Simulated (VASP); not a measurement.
Here is a VASP 6.6.1 calculation.

File INCAR:

```
SYSTEM = TaC
PREC = Accurate
ENCUT = 600
EDIFF = 1E-6
ISMEAR = -1
SIGMA = 0.1
LREAL = .False.
LASPH = .True.
NELM = 120
ALGO = Normal
ISIF = 2
LWAVE = .False.
LCHARG = .False.
GGA = PS
IVDW = 12
NBANDS = 14
GGA_COMPAT = .False.
```

Contents of KPOINTS:

```
regular mesh
0
Gamma
  4 4 4
  0 0 0
```

POSCAR

```
TaC
1.0
    0.0000000000      2.2230000000      2.2230000000
    2.2230000000      0.0000000000      2.2230000000
    2.2230000000      2.2230000000      0.0000000000
Ta C
1 1
Direct
    0.0000000000      0.0000000000      0.0000000000
    0.5000000000      0.5000000000      0.5000000000
```

Potentials or basis: VASP PAW PBE potentials, release 64 (Ta_pv, C).

Launch:

```bash
$ cat potpaw_PBE.64/Ta_pv/POTCAR potpaw_PBE.64/C/POTCAR > POTCAR
$ mpirun -np 1 vasp_std > vasp.out
```

Problem. What does it give for the dispersion energy per atom?

Solution. -0.461 eV.

Problem. Predict the pressure.

Solution. -6.1 GPa.

Caveat: the k points lie up to 0.61 Å⁻¹ apart; the PAW data sets were made with another functional, which shifts forces and pressure a little; pairwise dispersion overbinds metals, which lowers pressure and volume.
